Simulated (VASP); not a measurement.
# ZnS (Imm2) in VASP: a series of runs

ZnS is run at these levels: r2SCAN; tasks: single point.

All numbers are computed with VASP 6.6.1; they aren't measurements. Logs are shortened: lines on timing, memory, paths and dates and some standing lists are left out, and cuts for length are marked.

### Step 1. The cell of the first run

The structure is orthorhombic, space group Imm2 (No. 44). Conventional cell: a = 3.825 Å, b = 3.825 Å, c = 5.409 Å, α = 90.00°, β = 90.00°, γ = 90.00°. Within 2.8 Å of Zn (site symmetry mm2) lie 4 S at 2.11 to 2.63 Å. Within 2.8 Å of S (site symmetry mm2) lie 4 Zn at 2.11 to 2.63 Å.

### Step 2. Single point, r2SCAN (atom 1 (Zn) moved by (+0.000, -0.450) A along [1 1 0] and z)

Contents of POSCAR:

```
ZnS
1.0
    0.0000000000      2.7046500000      2.7046500000
    2.7046500000      0.0000000000      2.7046500000
    2.7046500000      2.7046500000      0.0000000000
Zn S
1 1
Direct
   -0.0831900616     -0.0831900616      0.0831900616
    0.7500000000      0.7500000000      0.7500000000
```

Contents of INCAR.step1:

```
SYSTEM = ZnS
PREC = Accurate
ENCUT = 520
ISMEAR = 0
SIGMA = 0.05
LREAL = .False.
LASPH = .True.
NELM = 100
NBANDS = 16
GGA = PE
ALGO = Normal
EDIFF = 1E-4
LWAVE = .True.
LCHARG = .False.
```

Contents of INCAR.step2:

```
SYSTEM = ZnS
PREC = Accurate
ENCUT = 520
EDIFF = 1E-6
ISMEAR = 0
SIGMA = 0.05
LREAL = .False.
LASPH = .True.
NELM = 100
ALGO = Normal
ISIF = 2
LWAVE = .False.
LCHARG = .False.
METAGGA = R2SCAN
LMIXTAU = .True.
NBANDS = 16
ISTART = 1
```

Contents of KPOINTS:

```
Automatic mesh
0
Gamma
  8 8 8
  0 0 0
```

Potentials or basis: VASP PAW PBE potentials, release 64 (Zn, S).

Command:

```sh
$ cat potpaw_PBE.64/Zn/POTCAR potpaw_PBE.64/S/POTCAR > POTCAR
$ cp INCAR.step1 INCAR
$ mpirun -np 1 vasp_std > vasp.out
$ cp INCAR.step2 INCAR
$ mpirun -np 1 vasp_std > vasp.out
```

OUTCAR:

```text
SYSTEM = ZnS
   PREC = Accurate
   ENCUT = 520
   EDIFF = 1E-6
   ISMEAR = 0
   LREAL = .False.
   LASPH = .True.
   NELM = 100
   ISIF = 2
   METAGGA = R2SCAN
   ISTART = 1

 ion  position               nearest neighbor table
   1  0.917  0.917  0.083-   2 2.11   2 2.11   2 2.63   2 2.63
   2  0.750  0.750  0.750-   1 2.11   1 2.11   1 2.63   1 2.63

  LATTYP: Found a face centered cubic cell.
 ALAT       =     5.4093000000

  Lattice vectors:

 A1 = (   0.0000000000,   2.7046500000,   2.7046500000)
 A2 = (   2.7046500000,   0.0000000000,   2.7046500000)
 A3 = (   2.7046500000,   2.7046500000,   0.0000000000)

Analysis of symmetry for initial positions (statically):
=====================================================================
 Subroutine PRICEL returns:
 Original cell was already a primitive cell.

 Routine SETGRP: Setting up the symmetry group for a
 face centered cubic supercell.

 Subroutine GETGRP returns: Found  4 space group operations
 (whereof  4 operations were pure point group operations)
 out of a pool of 48 trial point group operations.

The static configuration has the point symmetry C_2v.

Analysis of symmetry for dynamics (positions and initial velocities):
=====================================================================
 Subroutine PRICEL returns:
 Original cell was already a primitive cell.

 Routine SETGRP: Setting up the symmetry group for a
 face centered cubic supercell.

 Subroutine GETGRP returns: Found  4 space group operations
 (whereof  4 operations were pure point group operations)
 out of a pool of 48 trial point group operations.

The dynamic configuration has the point symmetry C_2v.

 Subroutine INISYM returns: Found  4 space group operations
 (whereof  4 operations are pure point group operations),
 and found     1 'primitive' translations

----------------------------------------------------------------------------------------

                                     Primitive cell

  volume of cell :      39.5697

  direct lattice vectors                    reciprocal lattice vectors
     0.000000000  2.704650000  2.704650000    -0.184866803  0.184866803  0.184866803
     2.704650000  0.000000000  2.704650000     0.184866803 -0.184866803  0.184866803
     2.704650000  2.704650000  0.000000000     0.184866803  0.184866803 -0.184866803

  length of vectors
     3.824952711  3.824952711  3.824952711     0.320198696  0.320198696  0.320198696

  position of ions in fractional coordinates (direct lattice)
     0.916809938  0.916809938  0.083190062
     0.750000000  0.750000000  0.750000000

  ion indices of the primitive-cell ions
   primitive index   ion index
                 1           1
                 2           2

----------------------------------------------------------------------------------------

 KPOINTS: Automatic mesh

Automatic generation of k-mesh.
 Grid dimensions read from file:
 generate k-points for:    8    8    8

 Generating k-lattice:

  Cartesian coordinates                     Fractional coordinates (reciprocal lattice)
    -0.023108350  0.023108350  0.023108350     0.125000000  0.000000000  0.000000000
     0.023108350 -0.023108350  0.023108350     0.000000000  0.125000000  0.000000000
     0.023108350  0.023108350 -0.023108350     0.000000000  0.000000000  0.125000000

  Length of vectors
     0.040024837  0.040024837  0.040024837

  Shift w.r.t. Gamma in fractional coordinates (k-lattice)
     0.000000000  0.000000000  0.000000000

 Subroutine IBZKPT returns following result:
 ===========================================

 Found     95 irreducible k-points:

 Following reciprocal coordinates:
            Coordinates               Weight
  0.000000  0.000000  0.000000      1.000000
  0.125000  0.000000  0.000000      4.000000
  0.000000  0.000000  0.125000      4.000000
  0.250000  0.000000  0.000000      4.000000
  0.000000  0.000000  0.250000      4.000000
  0.375000  0.000000  0.000000      4.000000
[... 16 lines left out ...]
  0.125000  0.125000 -0.375000      4.000000
 -0.375000  0.125000  0.000000      4.000000
 [... further k-points ...]
   k-points           NKPTS =     95   k-points in BZ     NKDIM =     95   number of bands    NBANDS=     16
   number of dos      NEDOS =    301   number of ions     NIONS =      2
   total plane-waves  NPLWV =  21952
   dimension x,y,z NGX =    28 NGY =   28 NGZ =   28
   dimension x,y,z NGXF=    56 NGYF=   56 NGZF=   56
   ions per type =               1   1
   NGX,Y,Z   is equivalent  to a cutoff of  12.17, 12.17, 12.17 a.u.
   NGXF,Y,Z  is equivalent  to a cutoff of  24.34, 24.34, 24.34 a.u.
 SYSTEM =  ZnS
   PREC   = accura    normal or accurate (medium, high low for compatibility)
   ISTART =      1    job   : 0-new  1-cont  2-samecut
   ICHARG =      0    charge: 1-file 2-atom 10-const
   ISPIN  =      1    spin polarized calculation?
   LNONCOLLINEAR =      F non collinear calculations
   LSORBIT =      F    spin-orbit coupling
   LASPH  =      T    aspherical Exc in radial PAW
   ENCUT  =  520.0 eV  38.22 Ry    6.18 a.u.   7.11  7.11  7.11*2*pi/ulx,y,z
   NELM   =    100;   NELMIN=  2; NELMDL=  0     # of ELM steps
   EDIFF  = 0.1E-05   stopping-criterion for ELM
   LREAL  =      F    real-space projection
   EDIFFG = 0.1E-04   stopping-criterion for IOM
   NSW    =      0    number of steps for IOM
   IBRION =     -1    ionic relax: 0-MD 1-quasi-New 2-CG
   NFREE  =      0    steps in history (QN), initial steepest desc. (CG)
   ISIF   =      2    stress and relaxation
   ISYM   =      2    0-nonsym 1-usesym 2-fastsym
   POTIM  = 0.5000    time-step for ionic-motion
   TEBEG  =    0.0;   TEEND  =   0.0 temperature during run
   PSTRESS=    0.0 pullay stress
   NELECT =      18.0000    total number of electrons
   NUPDOWN=      -1.0000    fix difference up-down
   EMIN   =  10.00;   EMAX   =-10.00  energy-range for DOS
   EFERMI =   0.00;   METHOD = LEGACY
   ISMEAR =     0;   SIGMA  =   0.05  broadening in eV -4-tet -1-fermi 0-gaus
   EFERMI_NEDOS =   21; number of points for ismear=-14 and -15
   IALGO  =     38    algorithm
   IMIX   =      4    mixing-type and parameters
     AMIX     =   0.40;   BMIX     =  1.00
     AMIX_MAG =   1.60;   BMIX_MAG =  1.00
  volume/ion in A,a.u.               =      19.78       133.51
  Fermi-wavevector in a.u.,A,eV,Ry     =   1.259055  2.379268 21.568210  1.585219
  Thomas-Fermi vector in A             =   2.392634
   LORBIT       =      0    0 simple, 1 ext, 2 COOP (PROOUT), +10 PAW based schemes
   METAGGA = R2SCAN    functional components
   LHFCALC =     F    Hartree Fock is set to
   AEXX    =    0.0000 exact exchange contribution
   IVDW    =     0    specifies the selected vdW correction
   LEPSILON=     F    determine dielectric tensor
   LRPA    =     F    only Hartree local field effects (RPA)
 non-spin polarized calculation
 Gauss-broadening in eV      SIGMA  =   0.05
  energy-cutoff  :      520.00
  volume of cell :       39.57
 maximum number of plane-waves:      1090
   NGX = 15   NGY = 15   NGZ = 15

 number of electron      17.9999991 magnetization

 Free energy of the ion-electron system (eV)
  ---------------------------------------------------
  ext. energy  EPLUGINS =         0.00000000
  ---------------------------------------------------
  free energy    TOTEN  =       -18.32047803 eV

  energy without entropy =      -18.32047803  energy(sigma->0) =      -18.32047803

 E-fermi :   2.2744     XC(G=0): -10.2473

 val. band max:        1.9878969587   @ k =   0.0000   0.0000   0.0000
 cond. band min:       4.5979414728   @ k =   0.0000   0.0000   0.0000
 fundamental gap:      2.6100445141
 Fermi energy:         2.2743890744

 k-point     1 :       0.0000    0.0000    0.0000
  band No.  band energies     occupation
      1     -12.0461      2.00000
      2      -5.2856      2.00000
      3      -4.9872      2.00000
      4      -4.7112      2.00000
      5      -4.5128      2.00000
      6      -4.4513      2.00000
[... 8 lines left out ...]
     15      14.0764      0.00000
     16      14.2259      0.00000

 k-point     2 :       0.1250    0.0000    0.0000
  band No.  band energies     occupation
      1     -11.9418      2.00000
      2      -5.2681      2.00000
      3      -4.9794      2.00000
      4      -4.7047      2.00000
      5      -4.5130      2.00000
      6      -4.4461      2.00000
[... 8 lines left out ...]
     15      13.5603      0.00000
     16      14.8549      0.00000

 k-point     3 :       0.0000    0.0000    0.1250
  band No.  band energies     occupation
      1     -11.9147      2.00000
      2      -5.3218      2.00000
      3      -4.9156      2.00000
      4      -4.7034      2.00000
      5      -4.5160      2.00000
      6      -4.4572      2.00000
[... 8 lines left out ...]
     15      13.2665      0.00000
     16      14.8420      0.00000

 k-point     4 :       0.2500    0.0000    0.0000
  band No.  band energies     occupation
      1     -11.6733      2.00000
      2      -5.2267      2.00000
      3      -4.9537      2.00000
      4      -4.6585      2.00000
      5      -4.5104      2.00000
      6      -4.4276      2.00000
[... 8 lines left out ...]
     15      13.7103      0.00000
     16      14.1885      0.00000
[... 324 lines left out ...]
 k-point    22 :       0.1250    0.0000    0.5000
  band No.  band energies     occupation
      1     -10.9448      2.00000
      2      -5.2954      2.00000
      3      -4.7497      2.00000
      4      -4.5072      2.00000
      5      -4.4676      2.00000
      6      -4.3514      2.00000
[... 8 lines left out ...]
     15      15.4512      0.00000
     16      16.2498      0.00000

 k-point    23 :       0.1250    0.1250   -0.3750
  band No.  band energies     occupation
      1     -10.9720      2.00000
      2      -5.2932      2.00000
      3      -4.7064      2.00000
      4      -4.5535      2.00000
      5      -4.4385      2.00000
      6      -4.3009      2.00000
[... 8 lines left out ...]
     15      15.4817      0.00000
     16      16.3775      0.00000

 k-point    24 :      -0.3750    0.1250    0.0000
  band No.  band energies     occupation
      1     -11.2523      2.00000
      2      -5.1643      2.00000
      3      -4.9311      2.00000
      4      -4.5099      2.00000
      5      -4.5071      2.00000
      6      -4.2693      2.00000
[... 8 lines left out ...]
     15      14.7665      0.00000
     16      17.1664      0.00000

 [... further k-points ...]
[... 5 lines left out ...]
  --------------------------------------------------------------------------------------
  -------------------------------------------------------------------------------------
  Total        1.9448584      1.9448584      0.2836661      2.7336766      0.0000000      0.0000000
  in kB       78.7472430     78.7472430     11.4856300    110.6864598      0.0000000      0.0000000
  external PRESSURE =      56.3267054 kB  Pullay stress =       0.0000000 kB

 VOLUME and BASIS-vectors are now :
 -----------------------------------------------------------------------------
  energy-cutoff  :      520.00
  volume of cell :       39.57
      direct lattice vectors                 reciprocal lattice vectors
     0.000000000  2.704650000  2.704650000    -0.184866803  0.184866803  0.184866803
     2.704650000  0.000000000  2.704650000     0.184866803 -0.184866803  0.184866803
     2.704650000  2.704650000  0.000000000     0.184866803  0.184866803 -0.184866803

 POSITION                                       TOTAL-FORCE (eV/Angst)
 -----------------------------------------------------------------------------------
      2.70465      2.70465      4.95930         0.000000      0.000000      2.250539
      4.05697      4.05697      4.05697        -0.000000     -0.000000     -2.250539
 -----------------------------------------------------------------------------------
    total drift:                               -0.000246     -0.000246     -0.038183

  FREE ENERGIE OF THE ION-ELECTRON SYSTEM (eV)
  ---------------------------------------------------
  free  energy   TOTEN  =       -18.3204780262 eV

  energy  without entropy=      -18.3204780262  energy(sigma->0) =      -18.32047803
```

Run time: 4.8 min. Hardware: 1 thread of Intel Xeon 8259CL, shared host; peak memory 0.21 GiB.

What came out:

- Free energy: -18.3205 eV
- Pressure: 5.6 GPa
- Largest force: 2.251 eV/Å
- Band gap on the k mesh: 2.61 eV

Forces in eV/Å, atoms in the order of the input:
```
Zn   0.000  0.000  2.251
S    0.000  0.000 -2.251
```

Caveat: the cell differs from its parent crystal (atom 1 (Zn) moved by (+0.000, -0.450) A along [1 1 0] and z); the stress differs along the axes, from 1 to 8 GPa; the PAW data sets were made with another functional, which shifts forces and pressure a little. A k mesh can miss the band edges.

(Continued in part 2 of 2.)
